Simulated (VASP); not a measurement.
# Ag (Fm-3m) in VASP: notebook

The runs below take Ag through single point, with BLYP.

All numbers are computed with VASP 6.6.1; they aren't measurements. Logs are shortened: lines on timing, memory, paths and dates and some standing lists are left out, and cuts for length are marked.

## (1) The cell of the first run

It takes space group Fm-3m (No. 225, cubic). Conventional cell: a = 4.258 Å, b = 4.258 Å, c = 4.258 Å, α = 90.00°, β = 90.00°, γ = 90.00°. Ag (site symmetry m-3m) has 12 Ag at 3.01 Å within 4.0 Å.

## (2) Single point, BLYP

File INCAR:

```
SYSTEM = Ag
PREC = Accurate
ENCUT = 520
EDIFF = 1E-6
ISMEAR = -1
SIGMA = 0.1
LREAL = .FALSE.
LASPH = .TRUE.
NELM = 80
ALGO = Normal
ISIF = 2
LWAVE = .FALSE.
LCHARG = .TRUE.
GGA = B5
ALDAX = 1.0
AGGAX = 1.0
AGGAC = 1.0
ALDAC = 0.0
LELF = .TRUE.
LVHAR = .TRUE.
NBANDS = 12
```

File KPOINTS:

```
regular mesh
0
G
  21 21 21
  0 0 0
```

File POSCAR:

```
Ag
1.0
    0.0000000000      2.1289762522      2.1289762522
    2.1289762522      0.0000000000      2.1289762522
    2.1289762522      2.1289762522      0.0000000000
Ag
1
Direct
    0.0000000000      0.0000000000      0.0000000000
```

Potentials or basis: VASP PAW PBE potentials, release 64 (Ag).

Run with:

```sh
> cat potpaw_PBE.64/Ag/POTCAR > POTCAR
> mpirun -np 1 vasp_std > vasp.out
```

OUTCAR:

```text
SYSTEM = Ag
   PREC = Accurate
   ENCUT = 520
   EDIFF = 1E-6
   ISMEAR = -1
   LREAL = .FALSE.
   LASPH = .TRUE.
   NELM = 80
   ISIF = 2
   GGA = B5

 ion  position               nearest neighbor table
   1  0.000  0.000  0.000-

  LATTYP: Found a face centered cubic cell.
 ALAT       =     4.2579525044

  Lattice vectors:

 A1 = (   0.0000000000,   2.1289762522,   2.1289762522)
 A2 = (   2.1289762522,   0.0000000000,   2.1289762522)
 A3 = (   2.1289762522,   2.1289762522,   0.0000000000)

Analysis of symmetry for initial positions (statically):
=====================================================================
 Subroutine PRICEL returns:
 Original cell was already a primitive cell.

 Routine SETGRP: Setting up the symmetry group for a
 face centered cubic supercell.

 Subroutine GETGRP returns: Found 48 space group operations
 (whereof 48 operations were pure point group operations)
 out of a pool of 48 trial point group operations.

The static configuration has the point symmetry O_h .

Analysis of symmetry for dynamics (positions and initial velocities):
=====================================================================
 Subroutine PRICEL returns:
 Original cell was already a primitive cell.

 Routine SETGRP: Setting up the symmetry group for a
 face centered cubic supercell.

 Subroutine GETGRP returns: Found 48 space group operations
 (whereof 48 operations were pure point group operations)
 out of a pool of 48 trial point group operations.

The dynamic configuration has the point symmetry O_h .

 Subroutine INISYM returns: Found 48 space group operations
 (whereof 48 operations are pure point group operations),
 and found     1 'primitive' translations

----------------------------------------------------------------------------------------

                                     Primitive cell

  volume of cell :      19.2993

  direct lattice vectors                    reciprocal lattice vectors
     0.000000000  2.128976252  2.128976252    -0.234854663  0.234854663  0.234854663
     2.128976252  0.000000000  2.128976252     0.234854663 -0.234854663  0.234854663
     2.128976252  2.128976252  0.000000000     0.234854663  0.234854663 -0.234854663

  length of vectors
     3.010827090  3.010827090  3.010827090     0.406780209  0.406780209  0.406780209

  position of ions in fractional coordinates (direct lattice)
     0.000000000  0.000000000  0.000000000

  ion indices of the primitive-cell ions
   primitive index   ion index
                 1           1
[... 73 lines left out ...]
   LREAL  =      F    real-space projection
   EDIFFG = 0.1E-04   stopping-criterion for IOM
   NSW    =      0    number of steps for IOM
   IBRION =     -1    ionic relax: 0-MD 1-quasi-New 2-CG
   NFREE  =      0    steps in history (QN), initial steepest desc. (CG)
   ISIF   =      2    stress and relaxation
   ISYM   =      2    0-nonsym 1-usesym 2-fastsym
   POTIM  = 0.5000    time-step for ionic-motion
   TEBEG  =    0.0;   TEEND  =   0.0 temperature during run
   PSTRESS=    0.0 pullay stress
   NELECT =      11.0000    total number of electrons
   NUPDOWN=      -1.0000    fix difference up-down
   EMIN   =  10.00;   EMAX   =-10.00  energy-range for DOS
   EFERMI =   0.00;   METHOD = LEGACY
   ISMEAR =    -1;   SIGMA  =   0.10  broadening in eV -4-tet -1-fermi 0-gaus
   EFERMI_NEDOS =   21; number of points for ismear=-14 and -15
   IALGO  =     38    algorithm
   IMIX   =      4    mixing-type and parameters
     AMIX     =   0.40;   BMIX     =  1.00
     AMIX_MAG =   1.60;   BMIX_MAG =  1.00
  volume/ion in A,a.u.               =      19.30       130.24
  Fermi-wavevector in a.u.,A,eV,Ry     =   1.357349  2.565018 25.067329  1.842397
  Thomas-Fermi vector in A             =   2.484275
   LORBIT       =      0    0 simple, 1 ext, 2 COOP (PROOUT), +10 PAW based schemes
   GGA     = B5    functional components
   LHFCALC =     F    Hartree Fock is set to
   AEXX    =    0.0000 exact exchange contribution
   IVDW    =     0    specifies the selected vdW correction
   LEPSILON=     F    determine dielectric tensor
   LRPA    =     F    only Hartree local field effects (RPA)
 non-spin polarized calculation
  energy-cutoff  :      520.00
  volume of cell :       19.30
 maximum number of plane-waves:       534
   NGX = 11   NGY = 11   NGZ = 11

 number of electron      11.0000000 magnetization

 Free energy of the ion-electron system (eV)
  ---------------------------------------------------
  ext. energy  EPLUGINS =         0.00000000
  ---------------------------------------------------
  free energy    TOTEN  =        -2.09733965 eV

  energy without entropy =       -2.08696828  energy(sigma->0) =       -2.09215396

 E-fermi :   7.4012     XC(G=0): -10.9276

 val. band max:        7.3938782698   @ k =  -0.2857   0.2381   0.0952
 cond. band min:       7.4244735424   @ k =   0.4762   0.3333   0.0476
 fundamental gap:      0.0305952726
 Fermi energy:         7.4011701738

 k-point     1 :       0.0000    0.0000    0.0000
  band No.  band energies     occupation
      1       0.4713      2.00000
      2       2.8367      2.00000
      3       2.8367      2.00000
      4       2.8367      2.00000
      5       3.6624      2.00000
      6       3.6624      2.00000
      7      23.3110      0.00000
      8      25.8803      0.00000
      9      25.8803      0.00000
     10      25.8803      0.00000
     11      30.9763      0.00000
     12      31.0018      0.00000
[... 331 lines left out ...]
 k-point    24 :      -0.3810    0.0476    0.0000
  band No.  band energies     occupation
      1       1.6778      2.00000
      2       2.8592      2.00000
      3       2.8896      2.00000
      4       4.1167      2.00000
      5       4.1251      2.00000
      6       5.8634      2.00000
      7      12.4690      0.00000
      8      22.5467      0.00000
      9      23.5109      0.00000
     10      24.4681      0.00000
     11      28.6726      0.00000
     12      29.0726      0.00000

 [... further k-points ...]
[... 5 lines left out ...]
  --------------------------------------------------------------------------------------
  -------------------------------------------------------------------------------------
  Total        0.0147010      0.0147010      0.0147010     -0.0000000      0.0000000     -0.0000000
  in kB        1.2204389      1.2204389      1.2204389     -0.0000000      0.0000000     -0.0000000
  external PRESSURE =       1.2204389 kB  Pullay stress =       0.0000000 kB

 VOLUME and BASIS-vectors are now :
 -----------------------------------------------------------------------------
  energy-cutoff  :      520.00
  volume of cell :       19.30
      direct lattice vectors                 reciprocal lattice vectors
     0.000000000  2.128976252  2.128976252    -0.234854663  0.234854663  0.234854663
     2.128976252  0.000000000  2.128976252     0.234854663 -0.234854663  0.234854663
     2.128976252  2.128976252  0.000000000     0.234854663  0.234854663 -0.234854663

 POSITION                                       TOTAL-FORCE (eV/Angst)
 -----------------------------------------------------------------------------------
      0.00000      0.00000      0.00000         0.000000      0.000000      0.000000
 -----------------------------------------------------------------------------------
    total drift:                               -0.000000      0.000000     -0.000000

  FREE ENERGIE OF THE ION-ELECTRON SYSTEM (eV)
  ---------------------------------------------------
  free  energy   TOTEN  =        -2.0973396496 eV

  energy  without entropy=       -2.0869682769  energy(sigma->0) =       -2.09215396
```

Run time: 44 s. Hardware: 1 thread of Intel Xeon Platinum 8488C (Sapphire Rapids), shared host; peak memory 0.19 GiB.

Results:

```
Free energy : -2.0973 eV
Pressure    : 0.1 GPa
```

Levels at points of the mesh, in eV from the Fermi level:
| k point | band 4 | band 5 | band 6 | band 7 | band 8 | band 9 |
| --- | --- | --- | --- | --- | --- | --- |
| (0.00, 0.00, 0.00) | -4.56 | -3.74 | -3.74 | 15.91 | 18.48 | 18.48 |

Caveat: the PAW data sets were made with another functional, which shifts forces and pressure a little.

[end of part 1 of 2]
